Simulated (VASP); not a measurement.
# P in VASP: single point with HSE06

Aim: the single point of P with HSE06.

All numbers are computed with VASP 6.6.1; they aren't measurements. Logs are shortened: lines on timing, memory, paths and dates and some standing lists are left out, and cuts for length are marked.

### 1 The cell of the first run

The cell holds a sheet with vacuum, 4 atoms: a = 3.285 Å, b = 4.293 Å, c = 18.130 Å, α = 90.00°, β = 90.00°, γ = 90.00°.

### 2 Single point, HSE06

Contents of POSCAR:

```
P
1.0
    3.2848939309      0.0000000000      0.0000000000
    0.0000000000      4.2930055698      0.0000000000
    0.0000000000      0.0000000000     18.1295767513
P
4
Direct
    0.0000000000      0.0774059302      0.4412678856
    0.5000000000      0.4225940698      0.4412678856
    0.5000000000      0.5774059302      0.5587321144
    0.0000000000      0.9225940698      0.5587321144
```

Contents of INCAR.step1:

```
PREC     = Accurate       # precision mode
ENCUT    = 400            # plane-wave cutoff, eV
EDIFF    = 1E-5           # SCF threshold, eV
ISMEAR   = 0              # smearing method
SIGMA    = 0.03           # smearing width, eV
LREAL    = False          # projectors in reciprocal space
LASPH    = True           # aspherical terms in the spheres
NELM     = 120            # most SCF steps
ALGO     = Normal         # electronic algorithm
ISIF     = 2              # what is computed and relaxed
LWAVE    = True           # write WAVECAR
LCHARG   = False          # write CHGCAR
LDIPOL   = True         
IDIPOL   = 3            
DIPOL    = 0.5 0.5 0.500
NBANDS   = 18             # bands
GGA      = PE             # functional
GGA_COMPAT= False        
NELMDL   = -8
```

Contents of INCAR.step2:

```
PREC     = Accurate       # precision mode
ENCUT    = 400            # plane-wave cutoff, eV
EDIFF    = 1E-6           # SCF threshold, eV
ISMEAR   = 0              # smearing method
SIGMA    = 0.03           # smearing width, eV
LREAL    = False          # projectors in reciprocal space
LASPH    = True           # aspherical terms in the spheres
NELM     = 120            # most SCF steps
ALGO     = Normal         # electronic algorithm
ISIF     = 2              # what is computed and relaxed
LWAVE    = False          # write WAVECAR
LCHARG   = False          # write CHGCAR
LDIPOL   = True         
IDIPOL   = 3            
DIPOL    = 0.5 0.5 0.500
GGA      = PE             # functional
LHFCALC  = True           # exact exchange
HFSCREEN = 0.2079         # screening, 1/A
PRECFOCK = Normal       
NBANDS   = 18             # bands
ISTART   = 1            
GGA_COMPAT= False
```

Contents of KPOINTS:

```
Automatic mesh
0
Gamma
  6 4 1
```

Potentials or basis: VASP PAW PBE potentials, release 64 (P).

Started as:

```bash
$ cat potpaw_PBE.64/P/POTCAR > POTCAR
$ cp INCAR.step1 INCAR
$ mpirun -np 1 vasp_std > vasp.out
$ cp INCAR.step2 INCAR
$ mpirun -np 1 vasp_std > vasp.out
```

OUTCAR:

```text
PREC = Accurate
   ENCUT = 400
   EDIFF = 1E-6
   ISMEAR = 0
   LREAL = False
   LASPH = True
   NELM = 120
   ISIF = 2
   GGA = PE
   LHFCALC = True
   HFSCREEN = 0.2079
   PRECFOCK = Normal
   ISTART = 1

 ion  position               nearest neighbor table
   1  0.000  0.077  0.441-   2 2.21   2 2.21   4 2.23
   2  0.500  0.423  0.441-   1 2.21   1 2.21   3 2.23
   3  0.500  0.577  0.559-   4 2.21   4 2.21   2 2.23
   4  0.000  0.923  0.559-   3 2.21   3 2.21   1 2.23

  LATTYP: Found a simple orthorhombic cell.
 ALAT       =     3.2848939309
 B/A-ratio  =     1.3068932088
 C/A-ratio  =     5.5190752373

  Lattice vectors:

 A1 = (   3.2848939309,   0.0000000000,   0.0000000000)
 A2 = (   0.0000000000,   4.2930055698,   0.0000000000)
 A3 = (   0.0000000000,   0.0000000000,  18.1295767513)

Analysis of symmetry for initial positions (statically):
=====================================================================
 Subroutine PRICEL returns:
 Original cell was already a primitive cell.

 Routine SETGRP: Setting up the symmetry group for a
 simple orthorhombic supercell.

 Subroutine GETGRP returns: Found  8 space group operations
 (whereof  4 operations were pure point group operations)
 out of a pool of  8 trial point group operations.

The static configuration has the point symmetry C_2h.
 The point group associated with its full space group is D_2h.

Analysis of symmetry for dynamics (positions and initial velocities):
=====================================================================
 Subroutine PRICEL returns:
 Original cell was already a primitive cell.

 Routine SETGRP: Setting up the symmetry group for a
 simple orthorhombic supercell.

 Subroutine GETGRP returns: Found  8 space group operations
 (whereof  4 operations were pure point group operations)
 out of a pool of  8 trial point group operations.

The dynamic configuration has the point symmetry C_2h.
 The point group associated with its full space group is D_2h.

 Subroutine INISYM returns: Found  8 space group operations
 (whereof  4 operations are pure point group operations),
 and found     1 'primitive' translations

----------------------------------------------------------------------------------------

                                     Primitive cell
[... 94 lines left out ...]
   NUPDOWN=      -1.0000    fix difference up-down
   EMIN   =  10.00;   EMAX   =-10.00  energy-range for DOS
   EFERMI =   0.00;   METHOD = LEGACY
   ISMEAR =     0;   SIGMA  =   0.03  broadening in eV -4-tet -1-fermi 0-gaus
   EFERMI_NEDOS =   21; number of points for ismear=-14 and -15
   IALGO  =     38    algorithm
   IMIX   =      1    mixing-type and parameters
     AMIX     =   0.40;   BMIX     =  1.00
     AMIX_MAG =   1.60;   BMIX_MAG =  1.00
  volume/ion in A,a.u.               =      63.92       431.33
  Fermi-wavevector in a.u.,A,eV,Ry     =   0.700156  1.323103  6.669822  0.490218
  Thomas-Fermi vector in A             =   1.784232
   LORBIT       =      0    0 simple, 1 ext, 2 COOP (PROOUT), +10 PAW based schemes
   GGA     = PE    functional components
   LHFCALC =     T    Hartree Fock is set to
   PRECFOCK=normal    Normal, Fast or Accurate (Low or Medium for compatibility)
   ENCUT4O =  -1.0   cutoff for four orbital integrals eV
   NKREDX  =     1    reduce k-point grid by
   NKREDY  =     1    reduce k-point grid by
   NKREDZ  =     1    reduce k-point grid by
   AEXX    =    0.2500 exact exchange contribution
   HFSCREEN=    0.2079 screening length (either q_TF or 0.3 A-1)
   HFSCREENC=   0.2079 screening length for correlation (either q_TF or 0.3 A-1)
   ENCUTFOCK=  -1.0 apply spherical cutoff to Coloumb kernel
   IVDW    =     0    specifies the selected vdW correction
   LEPSILON=     F    determine dielectric tensor
   LRPA    =     F    only Hartree local field effects (RPA)
 non-spin polarized calculation
 Gauss-broadening in eV      SIGMA  =   0.03
  energy-cutoff  :      400.00
  volume of cell :      255.66
 maximum number of plane-waves:      4672
 NGX is ok and might be reduce to    24
  NGX = 18; NGY = 24; NGZ = 96

 number of electron      20.0000002 magnetization

 dipolmoment           0.000000      0.000000      0.000000 electrons x Angstroem

 Free energy of the ion-electron system (eV)
  ---------------------------------------------------
  ext. energy  EPLUGINS =         0.00000000
  ---------------------------------------------------
  free energy    TOTEN  =       -25.65006734 eV

  energy without entropy =      -25.65006734  energy(sigma->0) =      -25.65006734

 E-fermi :  -1.7605     XC(G=0):  -2.8872

 val. band max:       -1.9371128379   @ k =   0.0000   0.0000   0.0000
 cond. band min:      -0.7042855893   @ k =   0.0000   0.0000   0.0000
 fundamental gap:      1.2328272486
 Fermi energy:        -1.7605199256

 k-point     1 :       0.0000    0.0000    0.0000
  band No.  band energies     occupation
      1     -18.9618      2.00000
      2     -15.9303      2.00000
      3     -11.7925      2.00000
      4      -8.4541      2.00000
      5      -7.3901      2.00000
      6      -6.7951      2.00000
[... 229 lines left out ...]
      5      -7.6451      2.00000
      6      -7.6451      2.00000
[... 10 lines left out ...]
     17       4.9748      0.00000
     18       4.9748      0.00000

------------------------ aborting loop because EDIFF is reached ----------------------------------------

 vacuum level on the upper side and lower side of the slab       (xc-potential included)         0.001         0.001

  FORCE on cell =-STRESS in cart. coord.  units (eV):
  Direction    XX          YY          ZZ          XY          YZ          ZX
  --------------------------------------------------------------------------------------
  -------------------------------------------------------------------------------------
  Total        1.0886155      0.9203430     -0.8267498      0.0000000      0.0000000      0.0000000
  in kB        6.8220460      5.7675295     -5.1810075      0.0000000      0.0000000      0.0000000
  external PRESSURE =       2.4695227 kB  Pullay stress =       0.0000000 kB

 VOLUME and BASIS-vectors are now :
 -----------------------------------------------------------------------------
  energy-cutoff  :      400.00
  volume of cell :      255.66
      direct lattice vectors                 reciprocal lattice vectors
     3.284893931  0.000000000  0.000000000     0.304423833  0.000000000  0.000000000
     0.000000000  4.293005570  0.000000000     0.000000000  0.232937038  0.000000000
     0.000000000  0.000000000 18.129576751     0.000000000  0.000000000  0.055158486

 POSITION                                       TOTAL-FORCE (eV/Angst)
 -----------------------------------------------------------------------------------
      0.00000      0.33230      8.00000         0.000000      0.261691      0.188863
      1.64245      1.81420      8.00000         0.000000     -0.261691      0.188863
      1.64245      2.47881     10.12958         0.000000      0.261691     -0.188863
      0.00000      3.96070     10.12958        -0.000000     -0.261691     -0.188863
 -----------------------------------------------------------------------------------
    total drift:                               -0.000000      0.000000     -0.000000

  FREE ENERGIE OF THE ION-ELECTRON SYSTEM (eV)
  ---------------------------------------------------
  free  energy   TOTEN  =       -25.6500673409 eV

  energy  without entropy=      -25.6500673409  energy(sigma->0) =      -25.65006734

 vacuum level on the upper side and lower side of the slab         3.244         3.244
```

OUTCAR.step1:

```text
PREC = Accurate
   ENCUT = 400
   EDIFF = 1E-5
   ISMEAR = 0
   LREAL = False
   LASPH = True
   NELM = 120
   ISIF = 2
   GGA = PE
   NELMDL = -8

[... 474 lines left out ...]
      0.00000      3.96070     10.12958         0.000000      0.005085      0.085320
 -----------------------------------------------------------------------------------
    total drift:                               -0.000000     -0.000000     -0.000000

  FREE ENERGIE OF THE ION-ELECTRON SYSTEM (eV)
  ---------------------------------------------------
  free  energy   TOTEN  =       -21.3737913117 eV

  energy  without entropy=      -21.3737913117  energy(sigma->0) =      -21.37379131

 vacuum level on the upper side and lower side of the slab         3.070         3.070
```

It took 40 min on 1 thread of Intel Xeon 8259CL, shared host; peak memory 0.39 GiB.

What came out:

```yaml
Free_energy: -25.6501 eV
Largest_force: 0.323 eV/Å
Band_gap_on_the_k_mesh: 1.23 eV
```

Forces in eV/Å, atoms in the order of the input:
```
P    0.000  0.262  0.189
P    0.000 -0.262  0.189
P    0.000  0.262 -0.189
P    0.000 -0.262 -0.189
```

Levels at points of the mesh, in eV from the valence-band top:
```csv
k point,band 8,band 9,band 10,band 11,band 12,band 13
"(0.00, 0.00, 0.00)",-2.29,-1.98,0.00,1.23,2.20,3.66
"(0.50, 0.00, 0.00)",-3.10,-2.31,-2.31,2.06,2.06,2.42
"(0.00, 0.50, 0.00)",-2.85,-0.91,-0.91,2.87,2.87,4.19
"(0.50, 0.50, 0.00)",-5.60,-1.69,-1.69,3.17,3.17,5.70
```

Caveat: the PAW data sets were made with another functional, which shifts forces and pressure a little.
